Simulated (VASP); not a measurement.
# MgO (R-3m) in VASP: single point with r2SCAN

Aim: the single point of MgO with r2SCAN.

Everything below comes from runs of VASP 6.6.1. Logs are shortened: lines on timing, memory, paths and dates and some standing lists are left out, and cuts for length are marked.

## (1) The cell of the first run

It takes space group R-3m (No. 166, trigonal). The conventional cell has a = 3.046 Å, b = 3.046 Å, c = 6.938 Å, α = 90.00°, β = 90.00°, γ = 120.00°. Mg (site symmetry -3m) has 6 O at 2.10 Å within 2.8 Å. Within 2.8 Å of O (site symmetry -3m) lie 6 Mg at 2.10 Å.

## (2) Single point, r2SCAN

POSCAR

```
MgO
1.0
   -0.1005003632      2.0530788486      2.0530788486
    2.0530788486     -0.1005003632      2.0530788486
    2.0530788486      2.0530788486     -0.1005003632
Mg O
1 1
Direct
    0.0000000000      0.0000000000      0.0000000000
    0.5000000000      0.5000000000      0.5000000000
```

INCAR.step1

```
ALGO = Normal
EDIFF = 1E-4
ENCUT = 520
GGA = PE
ISMEAR = 0
LASPH = T
LCHARG = F
LREAL = F
LWAVE = T
NBANDS = 11
NELM = 60
PREC = Accurate
SIGMA = 0.05
```

INCAR.step2

```
ALGO = Normal
EDIFF = 1E-6
ENCUT = 520
ISIF = 2
ISMEAR = 0
ISTART = 1
LASPH = T
LCHARG = F
LMIXTAU = T
LREAL = F
LWAVE = F
METAGGA = R2SCAN
NBANDS = 11
NELM = 60
PREC = Accurate
SIGMA = 0.05
```

KPOINTS

```
k-points
0
Gamma
  10 10 10
```

Potentials or basis: VASP PAW PBE potentials, release 64 (Mg, O).

Command:

```
> cat potpaw_PBE.64/Mg/POTCAR potpaw_PBE.64/O/POTCAR > POTCAR
> cp INCAR.step1 INCAR
> mpirun -np 1 vasp_std > vasp.out
> cp INCAR.step2 INCAR
> mpirun -np 1 vasp_std > vasp.out
```

OUTCAR:

```text
EDIFF = 1E-6
   ENCUT = 520
   ISIF = 2
   ISMEAR = 0
   ISTART = 1
   LASPH = T
   LREAL = F
   METAGGA = R2SCAN
   NELM = 60
   PREC = Accurate

 ion  position               nearest neighbor table
   1  0.000  0.000  0.000-   2 2.10   2 2.10   2 2.10   2 2.10   2 2.10   2 2.10
   2  0.500  0.500  0.500-   1 2.10   1 2.10   1 2.10   1 2.10   1 2.10   1 2.10

  LATTYP: Found a trigonal (rhomboedric) cell.
 ALAT       =     2.9052307723
 COS(alpha) =     0.4505091948

  Lattice vectors:

 A1 = (  -0.1005003632,   2.0530788486,   2.0530788486)
 A2 = (   2.0530788486,  -0.1005003632,   2.0530788486)
 A3 = (   2.0530788486,   2.0530788486,  -0.1005003632)

Analysis of symmetry for initial positions (statically):
=====================================================================
 Subroutine PRICEL returns:
 Original cell was already a primitive cell.

 Routine SETGRP: Setting up the symmetry group for a
 trigonal (rhombohedral) supercell.

 Subroutine GETGRP returns: Found 12 space group operations
 (whereof 12 operations were pure point group operations)
 out of a pool of 12 trial point group operations.

The static configuration has the point symmetry D_3d.

Analysis of symmetry for dynamics (positions and initial velocities):
=====================================================================
 Subroutine PRICEL returns:
 Original cell was already a primitive cell.

 Routine SETGRP: Setting up the symmetry group for a
 trigonal (rhombohedral) supercell.

 Subroutine GETGRP returns: Found 12 space group operations
 (whereof 12 operations were pure point group operations)
 out of a pool of 12 trial point group operations.

The dynamic configuration has the point symmetry D_3d.

 Subroutine INISYM returns: Found 12 space group operations
 (whereof 12 operations are pure point group operations),
 and found     1 'primitive' translations

----------------------------------------------------------------------------------------

                                     Primitive cell

  volume of cell :      18.5779

  direct lattice vectors                    reciprocal lattice vectors
    -0.100500363  2.053078849  2.053078849    -0.226346537  0.237996727  0.237996727
     2.053078849 -0.100500363  2.053078849     0.237996727 -0.226346537  0.237996727
     2.053078849  2.053078849 -0.100500363     0.237996727  0.237996727 -0.226346537

  length of vectors
[... 84 lines left out ...]
   EDIFFG = 0.1E-04   stopping-criterion for IOM
   NSW    =      0    number of steps for IOM
   IBRION =     -1    ionic relax: 0-MD 1-quasi-New 2-CG
   NFREE  =      0    steps in history (QN), initial steepest desc. (CG)
   ISIF   =      2    stress and relaxation
   ISYM   =      2    0-nonsym 1-usesym 2-fastsym
   POTIM  = 0.5000    time-step for ionic-motion
   TEBEG  =    0.0;   TEEND  =   0.0 temperature during run
   PSTRESS=    0.0 pullay stress
   NELECT =       8.0000    total number of electrons
   NUPDOWN=      -1.0000    fix difference up-down
   EMIN   =  10.00;   EMAX   =-10.00  energy-range for DOS
   EFERMI =   0.00;   METHOD = LEGACY
   ISMEAR =     0;   SIGMA  =   0.05  broadening in eV -4-tet -1-fermi 0-gaus
   EFERMI_NEDOS =   21; number of points for ismear=-14 and -15
   IALGO  =     38    algorithm
   IMIX   =      4    mixing-type and parameters
     AMIX     =   0.40;   BMIX     =  1.00
     AMIX_MAG =   1.60;   BMIX_MAG =  1.00
  volume/ion in A,a.u.               =       9.29        62.68
  Fermi-wavevector in a.u.,A,eV,Ry     =   1.236250  2.336174 20.793977  1.528314
  Thomas-Fermi vector in A             =   2.370866
   LORBIT       =      0    0 simple, 1 ext, 2 COOP (PROOUT), +10 PAW based schemes
   METAGGA = R2SCAN    functional components
   LHFCALC =     F    Hartree Fock is set to
   AEXX    =    0.0000 exact exchange contribution
   IVDW    =     0    specifies the selected vdW correction
   LEPSILON=     F    determine dielectric tensor
   LRPA    =     F    only Hartree local field effects (RPA)
 non-spin polarized calculation
 Gauss-broadening in eV      SIGMA  =   0.05
  energy-cutoff  :      520.00
  volume of cell :       18.58
 maximum number of plane-waves:       513
 NGX is ok and might be reduce to    24
   NGX = 11   NGY = 11   NGZ = 11

 number of electron       8.0000001 magnetization

 Free energy of the ion-electron system (eV)
  ---------------------------------------------------
  ext. energy  EPLUGINS =         0.00000000
  ---------------------------------------------------
  free energy    TOTEN  =       -16.10151559 eV

  energy without entropy =      -16.10151559  energy(sigma->0) =      -16.10151559

 E-fermi :   3.5041     XC(G=0): -11.6261

 val. band max:        3.1771981485   @ k =   0.0000   0.0000   0.0000
 cond. band min:       8.4193109587   @ k =   0.0000   0.0000   0.0000
 fundamental gap:      5.2421128102
 Fermi energy:         3.5040884976

 k-point     1 :       0.0000    0.0000    0.0000
  band No.  band energies     occupation
      1     -15.3926      2.00000
      2       2.6763      2.00000
      3       2.6763      2.00000
      4       3.1772      2.00000
      5       8.4193      0.00000
      6      18.9819      0.00000
      7      18.9819      0.00000
      8      21.3339      0.00000
      9      23.7450      0.00000
     10      25.7096      0.00000
     11      25.7096      0.00000
[... 309 lines left out ...]
 k-point    24 :       0.4000    0.3000   -0.0000
  band No.  band energies     occupation
      1     -14.1703      2.00000
      2      -0.7797      2.00000
      3       1.2898      2.00000
      4       2.0099      2.00000
      5      13.4139      0.00000
      6      13.9459      0.00000
      7      17.6743      0.00000
      8      22.0209      0.00000
      9      23.0119      0.00000
     10      29.2281      0.00000
     11      31.0648      0.00000

 [... further k-points ...]
[... 5 lines left out ...]
  --------------------------------------------------------------------------------------
  -------------------------------------------------------------------------------------
  Total       -0.1271069     -0.1271069     -0.1271069      0.7892839      0.7892839      0.7892839
  in kB      -10.9618586    -10.9618586    -10.9618586     68.0688359     68.0688359     68.0688359
  external PRESSURE =     -10.9618586 kB  Pullay stress =       0.0000000 kB

 VOLUME and BASIS-vectors are now :
 -----------------------------------------------------------------------------
  energy-cutoff  :      520.00
  volume of cell :       18.58
      direct lattice vectors                 reciprocal lattice vectors
    -0.100500363  2.053078849  2.053078849    -0.226346537  0.237996727  0.237996727
     2.053078849 -0.100500363  2.053078849     0.237996727 -0.226346537  0.237996727
     2.053078849  2.053078849 -0.100500363     0.237996727  0.237996727 -0.226346537

 POSITION                                       TOTAL-FORCE (eV/Angst)
 -----------------------------------------------------------------------------------
      0.00000      0.00000      0.00000         0.000000     -0.000000     -0.000000
      2.00283      2.00283      2.00283        -0.000000      0.000000      0.000000
 -----------------------------------------------------------------------------------
    total drift:                               -0.000000     -0.000000      0.000000

  FREE ENERGIE OF THE ION-ELECTRON SYSTEM (eV)
  ---------------------------------------------------
  free  energy   TOTEN  =       -16.1015155912 eV

  energy  without entropy=      -16.1015155912  energy(sigma->0) =      -16.10151559
```

OSZICAR.step1:

```text
N       E                     dE             d eps       ncg     rms          rms(c)
DAV:   1     0.128571286449E+02    0.12857E+02   -0.46111E+03  2944   0.643E+02
DAV:   2    -0.129027945487E+02   -0.25760E+02   -0.25068E+02  2915   0.135E+02
DAV:   3    -0.134144406517E+02   -0.51165E+00   -0.51134E+00  3051   0.165E+01
DAV:   4    -0.134157076541E+02   -0.12670E-02   -0.12670E-02  2786   0.916E-01
DAV:   5    -0.134157118415E+02   -0.41874E-05   -0.41874E-05  2890   0.512E-02    0.723E+00
DAV:   6    -0.118655568420E+02    0.15502E+01   -0.87373E+00  2693   0.163E+01    0.221E+00
DAV:   7    -0.118528835556E+02    0.12673E-01   -0.54280E-02  2849   0.209E+00    0.134E+00
DAV:   8    -0.118470916263E+02    0.57919E-02   -0.27778E-02  2723   0.187E+00    0.235E-01
DAV:   9    -0.118467109362E+02    0.38069E-03   -0.62501E-04  2954   0.174E-01    0.128E-01
DAV:  10    -0.118467070508E+02    0.38854E-05   -0.45011E-04  2711   0.157E-01
   1 F= -.11846707E+02 E0= -.11846707E+02  d E =-.603771E-21
```

It took 50 s on 1 thread of Intel Xeon Platinum 8559C (Emerald Rapids), shared host; peak memory 0.16 GiB.

Results:

| Property | Result |
| --- | --- |
| Free energy | -16.1015 eV |
| Pressure | -1.1 GPa |
| Band gap on the k mesh | 5.24 eV, direct |

Stress tensor (GPa, compression positive):
```
-1.10  6.81  6.81
 6.81 -1.10  6.81
 6.81  6.81 -1.10
```

Caveat: the PAW data sets were made with another functional, which shifts forces and pressure a little.
